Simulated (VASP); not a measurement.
# MgO: single point with PBEsol

The system is MgO.

```
Mg O
1.0
     0.00000    2.15978    2.15978
     2.15978    0.00000    2.15978
     2.15978    2.15978    0.00000
Mg O
1 1
Cartesian
  0.0000 0.0000 0.0000
  2.1598 2.1598 2.1598
```

This cell differs from its parent crystal: strain +0.025 along x and y, +0.025 along z.

```
Program                : VASP 6.6.1
Task                   : single point
Functional             : PBEsol
Potentials or basis    : VASP PAW PBE potentials, release 64 (Mg, O)
Cutoff                 : 520 eV
k mesh                 : 10 × 10 × 10
Occupations            : gaussian, width 0.05 eV
Spin                   : no spin polarisation
Dipole correction      : no
Further INCAR settings : ALGO = Normal; EDIFF = 1e-06; NBANDS = 11
```

```
Pressure               : -10.6 GPa
Band gap on the k mesh : 3.94 eV, direct
```

Levels at points of the mesh, in eV from the valence-band top:
```
           k point  band 2  band 3  band 4  band 5  band 6  band 7
(0.00, 0.00, 0.00)    0.00    0.00    0.00    3.94   15.21   15.21
(0.50, 0.00, 0.00)   -4.36   -0.58   -0.58    7.28   11.67   15.42
(0.50, 0.50, 0.00)   -3.84   -1.26   -1.26    8.83    9.09   12.20
```

It took 9.8 s on 1 thread of Intel(R) Xeon(R) Platinum 8259CL CPU @ 2.50GHz (Skylake/Cascade Lake), on a shared host, peak memory 0.14 GiB.

Caveat: the cell differs from its parent crystal (strain +0.025 along x and y, +0.025 along z); the PAW data sets were made with another functional, which shifts forces and pressure a little.
